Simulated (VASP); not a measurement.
Set up this calculation in VASP 6.6.1, as the native input.

* Task: single point
* Functional: LDA
* Potentials or basis: VASP PAW LDA potentials, release 64 (Os)
* Cutoff: 520 eV
* k mesh: 22 × 22 × 12
* Occupations: fermi-dirac, width 0.1 eV
* Spin: no spin polarisation
* Dipole correction: no
* Further INCAR settings: ALGO = Normal; EDIFF = 1e-06; NBANDS = 15

The structure of Os lies in POSCAR:

```
Os
1.0
    2.7175247593      0.0000000000      0.0000000000
   -1.3587623796      2.3534454770      0.0000000000
    0.0000000000      0.0000000000      4.2844606214
Os
2
Direct
    0.3333333333      0.6666666667      0.2500000000
    0.6666666667      0.3333333333      0.7500000000
```

These files were run (other wordings do the same):

INCAR

```
SYSTEM = Os
ALGO = Normal ; EDIFF = 1E-6
ENCUT = 520 ; GGA = CA
ISIF = 2 ; ISMEAR = -1
LASPH = .TRUE. ; LCHARG = .TRUE.
LELF = .TRUE. ; LREAL = .FALSE.
LVHAR = .TRUE. ; LWAVE = .FALSE.
NBANDS = 15 ; NELM = 80
PREC = Accurate ; SIGMA = 0.1
```

KPOINTS

```
k-points
0
G
  22 22 12
  0 0 0
```

Potentials or basis: VASP PAW LDA potentials, release 64 (Os).

The run is started by

```bash
$ cat potpaw_LDA.64/Os/POTCAR > POTCAR
$ mpirun -np 1 vasp_std > vasp.out
```

Results of the run:

- Pressure: 1.1 GPa
- Band gap on the k mesh: zero (bands 8 and 9 overlap by 4.04 eV)

Caveat: spin-orbit coupling is left out, which moves the levels of the heavy elements.

Run time: 2.5 min on 1 thread of Intel Xeon 8259CL, on a shared host, peak memory 0.24 GiB.
